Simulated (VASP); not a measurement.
# SnSe2 (P-3m1) in VASP: further runs

The runs below take SnSe2 through single point, with PBEsol, revPBE+D3(BJ), revPBE+D4.

Program: VASP 6.6.1. These are calculated values, not measurements. Logs are shortened: lines on timing, memory, paths and dates and some standing lists are left out, and cuts for length are marked.

## 1. The cell of the first run

The structure is trigonal, space group P-3m1 (No. 164). Conventional cell: a = 3.785 Å, b = 3.785 Å, c = 6.095 Å, α = 90.00°, β = 90.00°, γ = 120.00°. Sn (site symmetry -3m) has 6 Se at 2.66 Å within 3.5 Å. Se (site symmetry 3m) has 3 Sn at 2.66 Å within 3.5 Å.

## 2. Single point, PBEsol (25.21 Å³/atom)

The input, INCAR:

```
SYSTEM = SnSe2
PREC = Accurate
ENCUT = 520
EDIFF = 1E-6
ISMEAR = -1
SIGMA = 0.05
LREAL = .FALSE.
LASPH = .TRUE.
NELM = 80
ALGO = Normal
ISIF = 2
LWAVE = .FALSE.
LCHARG = .FALSE.
GGA = PS
NBANDS = 20
```

The input, KPOINTS:

```
Automatic mesh
0
G
  8 8 5
  0 0 0
```

The input, POSCAR:

```
SnSe2
1.0
    3.7854220481      0.0000000000      0.0000000000
   -1.8927110241      3.2782716577      0.0000000000
    0.0000000000      0.0000000000      6.0948175511
Sn Se
1 2
Direct
    0.0000000000      0.0000000000      0.0000000000
    0.6666666667      0.3333333333      0.7510000000
    0.3333333333      0.6666666667      0.2490000000
```

Potentials or basis: VASP PAW PBE potentials, release 64 (Sn_d, Se).

On the command line:

```
cat potpaw_PBE.64/Sn_d/POTCAR potpaw_PBE.64/Se/POTCAR > POTCAR
mpirun -np 1 vasp_std > vasp.out
```

OUTCAR:

```text
SYSTEM = SnSe2
   PREC = Accurate
   ENCUT = 520
   EDIFF = 1E-6
   ISMEAR = -1
   LREAL = .FALSE.
   LASPH = .TRUE.
   NELM = 80
   ISIF = 2
   GGA = PS

 ion  position               nearest neighbor table
   1  0.000  0.000  0.000-   2 2.66   3 2.66   2 2.66   3 2.66   2 2.66   3 2.66
   2  0.667  0.333  0.751-   1 2.66   1 2.66   1 2.66
   3  0.333  0.667  0.249-   1 2.66   1 2.66   1 2.66

  LATTYP: Found a hexagonal cell.
 ALAT       =     3.7854220481
 C/A-ratio  =     1.6100760955

  Lattice vectors:

 A1 = (   3.7854220481,   0.0000000000,   0.0000000000)
 A2 = (  -1.8927110241,   3.2782716577,   0.0000000000)
 A3 = (   0.0000000000,   0.0000000000,   6.0948175511)

Analysis of symmetry for initial positions (statically):
=====================================================================
 Subroutine PRICEL returns:
 Original cell was already a primitive cell.

 Routine SETGRP: Setting up the symmetry group for a
 hexagonal supercell.

 Subroutine GETGRP returns: Found 12 space group operations
 (whereof 12 operations were pure point group operations)
 out of a pool of 24 trial point group operations.

The static configuration has the point symmetry D_3d.

Analysis of symmetry for dynamics (positions and initial velocities):
=====================================================================
 Subroutine PRICEL returns:
 Original cell was already a primitive cell.

 Routine SETGRP: Setting up the symmetry group for a
 hexagonal supercell.

 Subroutine GETGRP returns: Found 12 space group operations
 (whereof 12 operations were pure point group operations)
 out of a pool of 24 trial point group operations.

The dynamic configuration has the point symmetry D_3d.

 Subroutine INISYM returns: Found 12 space group operations
 (whereof 12 operations are pure point group operations),
 and found     1 'primitive' translations

----------------------------------------------------------------------------------------

                                     Primitive cell

  volume of cell :      75.6345

  direct lattice vectors                    reciprocal lattice vectors
     3.785422048  0.000000000  0.000000000     0.264171336  0.152519392  0.000000000
    -1.892711024  3.278271658  0.000000000     0.000000000  0.305038784  0.000000000
     0.000000000  0.000000000  6.094817551     0.000000000  0.000000000  0.164073820

  length of vectors
     3.785422048  3.785422048  6.094817551     0.305038784  0.305038784  0.164073820

  position of ions in fractional coordinates (direct lattice)
     0.000000000  0.000000000  0.000000000
     0.666666667  0.333333333  0.751000000
     0.333333333  0.666666667  0.249000000

  ion indices of the primitive-cell ions
   primitive index   ion index
                 1           1
                 2           2
                 3           3

----------------------------------------------------------------------------------------

 KPOINTS: Automatic mesh

Automatic generation of k-mesh.
 Grid dimensions read from file:
 generate k-points for:    8    8    5

 Generating k-lattice:

  Cartesian coordinates                     Fractional coordinates (reciprocal lattice)
     0.033021417  0.019064924  0.000000000     0.125000000  0.000000000  0.000000000
     0.000000000  0.038129848  0.000000000     0.000000000  0.125000000  0.000000000
     0.000000000  0.000000000  0.032814764     0.000000000  0.000000000  0.200000000

  Length of vectors
     0.038129848  0.038129848  0.032814764

  Shift w.r.t. Gamma in fractional coordinates (k-lattice)
     0.000000000  0.000000000  0.000000000

 Subroutine IBZKPT returns following result:
 ===========================================

 Found     40 irreducible k-points:

 Following reciprocal coordinates:
            Coordinates               Weight
  0.000000  0.000000  0.000000      1.000000
  0.125000  0.000000  0.000000      6.000000
  0.250000  0.000000  0.000000      6.000000
  0.375000  0.000000  0.000000      6.000000
  0.500000  0.000000  0.000000      3.000000
  0.125000  0.125000  0.000000      6.000000
[... 16 lines left out ...]
 -0.125000  0.500000  0.200000     12.000000
  0.250000  0.250000  0.200000     12.000000
 [... further k-points ...]
   k-points           NKPTS =     40   k-points in BZ     NKDIM =     40   number of bands    NBANDS=     20
   number of dos      NEDOS =    301   number of ions     NIONS =      3
   total plane-waves  NPLWV =  37632
   dimension x,y,z NGX =    28 NGY =   28 NGZ =   48
   dimension x,y,z NGXF=    56 NGYF=   56 NGZF=   96
   ions per type =               1   2
   NGX,Y,Z   is equivalent  to a cutoff of  12.30, 12.30, 13.09 a.u.
   NGXF,Y,Z  is equivalent  to a cutoff of  24.59, 24.59, 26.19 a.u.
 SYSTEM =  SnSe2
   PREC   = accura    normal or accurate (medium, high low for compatibility)
   ISTART =      0    job   : 0-new  1-cont  2-samecut
   ICHARG =      2    charge: 1-file 2-atom 10-const
   ISPIN  =      1    spin polarized calculation?
   LNONCOLLINEAR =      F non collinear calculations
   LSORBIT =      F    spin-orbit coupling
   LASPH  =      T    aspherical Exc in radial PAW
   ENCUT  =  520.0 eV  38.22 Ry    6.18 a.u.   7.04  7.04 11.33*2*pi/ulx,y,z
   NELM   =     80;   NELMIN=  2; NELMDL= -5     # of ELM steps
   EDIFF  = 0.1E-05   stopping-criterion for ELM
   LREAL  =      F    real-space projection
   EDIFFG = 0.1E-04   stopping-criterion for IOM
   NSW    =      0    number of steps for IOM
   IBRION =     -1    ionic relax: 0-MD 1-quasi-New 2-CG
   NFREE  =      0    steps in history (QN), initial steepest desc. (CG)
   ISIF   =      2    stress and relaxation
   ISYM   =      2    0-nonsym 1-usesym 2-fastsym
   POTIM  = 0.5000    time-step for ionic-motion
   TEBEG  =    0.0;   TEEND  =   0.0 temperature during run
   PSTRESS=    0.0 pullay stress
   NELECT =      26.0000    total number of electrons
   NUPDOWN=      -1.0000    fix difference up-down
   EMIN   =  10.00;   EMAX   =-10.00  energy-range for DOS
   EFERMI =   0.00;   METHOD = LEGACY
   ISMEAR =    -1;   SIGMA  =   0.05  broadening in eV -4-tet -1-fermi 0-gaus
   EFERMI_NEDOS =   21; number of points for ismear=-14 and -15
   IALGO  =     38    algorithm
   IMIX   =      4    mixing-type and parameters
     AMIX     =   0.40;   BMIX     =  1.00
     AMIX_MAG =   1.60;   BMIX_MAG =  1.00
  volume/ion in A,a.u.               =      25.21       170.14
  Fermi-wavevector in a.u.,A,eV,Ry     =   1.146813  2.167162 17.894113  1.315180
  Thomas-Fermi vector in A             =   2.283496
   LORBIT       =      0    0 simple, 1 ext, 2 COOP (PROOUT), +10 PAW based schemes
   GGA     = PS    functional components
   LHFCALC =     F    Hartree Fock is set to
   AEXX    =    0.0000 exact exchange contribution
   IVDW    =     0    specifies the selected vdW correction
   LEPSILON=     F    determine dielectric tensor
   LRPA    =     F    only Hartree local field effects (RPA)
 non-spin polarized calculation
  energy-cutoff  :      520.00
  volume of cell :       75.63
 maximum number of plane-waves:      2055
   NGX = 15   NGY = 15   NGZ = 23

 number of electron      26.0000003 magnetization

 Free energy of the ion-electron system (eV)
  ---------------------------------------------------
  ext. energy  EPLUGINS =         0.00000000
  ---------------------------------------------------
  free energy    TOTEN  =       -12.90986001 eV

  energy without entropy =      -12.90982968  energy(sigma->0) =      -12.90984484

 E-fermi :   4.6787     XC(G=0):  -9.7300

 val. band max:        4.2843433922   @ k =   0.1250   0.0000   0.0000
 cond. band min:       5.0453600423   @ k =   0.5000   0.0000   0.4000
 fundamental gap:      0.7610166502
 Fermi energy:         4.6786815087

 k-point     1 :       0.0000    0.0000    0.0000
  band No.  band energies     occupation
      1     -16.9198      2.00000
      2     -16.9198      2.00000
      3     -16.8764      2.00000
      4     -16.8590      2.00000
      5     -16.8590      2.00000
      6      -9.9107      2.00000
[... 12 lines left out ...]
     19      13.1859      0.00000
     20      13.1859      0.00000

 k-point     2 :       0.1250    0.0000    0.0000
  band No.  band energies     occupation
      1     -16.9288      2.00000
      2     -16.9141      2.00000
      3     -16.8716      2.00000
      4     -16.8626      2.00000
      5     -16.8576      2.00000
      6      -9.7482      2.00000
[... 12 lines left out ...]
     19      12.6627      0.00000
     20      13.3500      0.00000

 k-point     3 :       0.2500    0.0000    0.0000
  band No.  band energies     occupation
      1     -16.9529      2.00000
      2     -16.9038      2.00000
      3     -16.8739      2.00000
      4     -16.8549      2.00000
      5     -16.8504      2.00000
      6      -9.2838      2.00000
[... 12 lines left out ...]
     19      12.3623      0.00000
     20      13.8264      0.00000

 k-point     4 :       0.3750    0.0000    0.0000
  band No.  band energies     occupation
      1     -16.9783      2.00000
      2     -16.8990      2.00000
      3     -16.8816      2.00000
      4     -16.8404      2.00000
      5     -16.8376      2.00000
      6      -8.6213      2.00000
[... 12 lines left out ...]
     19      13.5784      0.00000
     20      14.2553      0.00000

 k-point     5 :       0.5000    0.0000    0.0000
  band No.  band energies     occupation
      1     -16.9889      2.00000
      2     -16.8982      2.00000
      3     -16.8847      2.00000
      4     -16.8344      2.00000
      5     -16.8311      2.00000
      6      -8.1620      2.00000
[... 12 lines left out ...]
     19      14.2403      0.00000
     20      14.8733      0.00000
[... 353 lines left out ...]
      6      -8.8131      2.00000
[... 12 lines left out ...]
     19      11.6394      0.00000
     20      13.7485      0.00000

 k-point    22 :       0.3750    0.1250    0.2000
  band No.  band energies     occupation
      1     -16.9784      2.00000
      2     -16.9069      2.00000
      3     -16.8788      2.00000
      4     -16.8406      2.00000
      5     -16.8332      2.00000
      6      -8.1862      2.00000
[... 12 lines left out ...]
     19      13.6828      0.00000
     20      15.0405      0.00000

 k-point    23 :      -0.1250    0.5000    0.2000
  band No.  band energies     occupation
      1     -16.9784      2.00000
      2     -16.9069      2.00000
      3     -16.8788      2.00000
      4     -16.8406      2.00000
      5     -16.8332      2.00000
      6      -8.1874      2.00000
[... 12 lines left out ...]
     19      13.3377      0.00000
     20      14.2912      0.00000

 k-point    24 :       0.2500    0.2500    0.2000
  band No.  band energies     occupation
      1     -16.9634      2.00000
      2     -16.9200      2.00000
      3     -16.8680      2.00000
      4     -16.8536      2.00000
      5     -16.8333      2.00000
      6      -8.2333      2.00000
[... 12 lines left out ...]
     19      11.5953      0.00000
     20      13.9981      0.00000

 [... further k-points ...]

------------------------ aborting loop because EDIFF is reached ----------------------------------------

  FORCE on cell =-STRESS in cart. coord.  units (eV):
  Direction    XX          YY          ZZ          XY          YZ          ZX
  --------------------------------------------------------------------------------------
  -------------------------------------------------------------------------------------
  Total        1.7316129      1.7316129      2.5827188     -0.0000000      0.0000000      0.0000000
  in kB       36.6810234     36.6810234     54.7101296     -0.0000000      0.0000000      0.0000000
  external PRESSURE =      42.6907255 kB  Pullay stress =       0.0000000 kB

 VOLUME and BASIS-vectors are now :
 -----------------------------------------------------------------------------
  energy-cutoff  :      520.00
  volume of cell :       75.63
      direct lattice vectors                 reciprocal lattice vectors
     3.785422048  0.000000000  0.000000000     0.264171336  0.152519392  0.000000000
    -1.892711024  3.278271658  0.000000000     0.000000000  0.305038784  0.000000000
     0.000000000  0.000000000  6.094817551     0.000000000  0.000000000  0.164073820

 POSITION                                       TOTAL-FORCE (eV/Angst)
 -----------------------------------------------------------------------------------
      0.00000      0.00000      0.00000        -0.000000      0.000000      0.000000
      1.89271      1.09276      4.57721        -0.000000      0.000000     -0.830029
     -0.00000      2.18551      1.51761         0.000000     -0.000000      0.830029
 -----------------------------------------------------------------------------------
    total drift:                                0.000000      0.000000      0.000000

  FREE ENERGIE OF THE ION-ELECTRON SYSTEM (eV)
  ---------------------------------------------------
  free  energy   TOTEN  =       -12.9098600052 eV

  energy  without entropy=      -12.9098296772  energy(sigma->0) =      -12.90984484
```

Wall time 73 s (1 thread of AMD EPYC 7R13, shared host); peak memory 0.19 GiB.

Results:

```
Free energy            : -12.9099 eV
Pressure               : 4.3 GPa
Largest force          : 0.830 eV/Å
Band gap on the k mesh : 0.76 eV (least direct gap 1.08 eV)
```

Forces on the atoms (eV/Å):
```
Sn   0.000  0.000  0.000
Se   0.000  0.000 -0.830
Se   0.000  0.000  0.830
```

Stress tensor (GPa, compression positive):
```
3.67 0.00 0.00
0.00 3.67 0.00
0.00 0.00 5.47
```

Levels at points of the mesh, in eV from the valence-band top:
| k point | band 9 | band 10 | band 11 | band 12 | band 13 | band 14 | band 15 | band 16 | band 17 | band 18 |
| --- | --- | --- | --- | --- | --- | --- | --- | --- | --- | --- |
| (0.00, 0.00, 0.00) | -0.73 | -0.73 | -0.41 | -0.41 | 0.00 | 1.08 | 2.83 | 4.61 | 4.61 | 8.05 |
| (0.50, 0.00, 0.00) | -4.65 | -3.02 | -2.79 | -1.28 | -0.32 | 1.11 | 3.70 | 5.31 | 5.47 | 7.33 |

Caveat: the cell stands under pressure; the PAW data sets were made with another functional, which shifts forces and pressure a little; spin-orbit coupling is left out, which moves the levels of the heavy elements; an odd mesh through Γ misses points on the zone boundary, where band edges can lie; this functional lacks dispersion, which binds the layers, so the pressure and a relaxed spacing across them are unreliable.

(Part 1 of 2 ends here.)
